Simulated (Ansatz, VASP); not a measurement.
# SiGeO4: VASP beside Ansatz

```
Si Ge O
1.0
     5.46610    0.00000    0.00000
    -2.73305    4.73378    0.00000
     0.00000    0.00000    8.92243
Si Ge O
2 2 8
Direct
  0.33333 0.66667 0.93753
  0.66667 0.33333 0.43753
  0.66667 0.33333 0.06241
  0.33333 0.66667 0.56241
  0.01142 0.50571 0.99789
  0.49429 0.50571 0.99789
  0.49429 0.98857 0.99789
  0.33333 0.66667 0.75638
  0.66667 0.33333 0.25638
  0.50571 0.01142 0.49789
  0.50571 0.49429 0.49789
  0.98857 0.49429 0.49789
```

Alike in both runs: task single point; functional PBE; k mesh 6 × 6 × 2; occupations gaussian, width 0.1 eV; no spin polarisation.

|  | VASP | Ansatz |
| --- | --- | --- |
| version | VASP 6.6.1 | Ansatz 0.2.0 |
| potentials or method | VASP PAW PBE potentials, release 64 (Si, Ge_d, O), cutoff 520 eV | scalar-relativistic, plane waves, PAW |
| valence electrons in the cell | 84 | 84 |

```tsv
	VASP	Ansatz	Ansatz less VASP
gap on the k mesh at the Fermi level (eV)	4.03	4.04	+0.005
least direct gap on the mesh (eV)	4.03	4.04	+0.005
pressure (GPa)	-0.2	0.0	+0.26
rms of the force components (eV/Å)	0.047	0.001	-0.0455
```

Atom by atom the forces differ by 0.047 eV/Å (rms over components).
